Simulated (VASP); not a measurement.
The system is NaH.

```
CELL_PARAMETERS angstrom
0.00000 2.59692 2.46474
2.59692 0.00000 2.46474
2.59692 2.59692 0.00000
ATOMIC_POSITIONS crystal
Na 0.00000 0.00000 0.00000
H 0.25000 0.25000 0.25000
```

This cell differs from its parent crystal: uniaxial z strain -5.1%.

Base run:

```yaml
Program: VASP 6.6.1
Functional: r2SCAN
Potentials_or_basis: VASP PAW PBE potentials, release 64 (Na_pv, H)
Cutoff: 520 eV
k_mesh: 8 × 8 × 8
Occupations: gaussian, width 0.01 eV
Spin: no spin polarisation
```

Its results: band gap on the k mesh 4.03 eV (least direct gap 4.82 eV); pressure 0.9 GPa.

Question: The run is repeated on the same cell with these changes: functional from r2SCAN to PBE; occupations from gaussian, width 0.01 eV to fermi-dirac, width 0.02 eV. What comes out?

Answer: Band gap on the k mesh 3.59 eV (least direct gap 4.39 eV); pressure 1.2 GPa.

Caveats: the structure was generated, so it needn't be the stable form of NaH; the PAW data sets were made with another functional, which shifts forces and pressure a little (at least some runs).

A k mesh can miss the band edges.
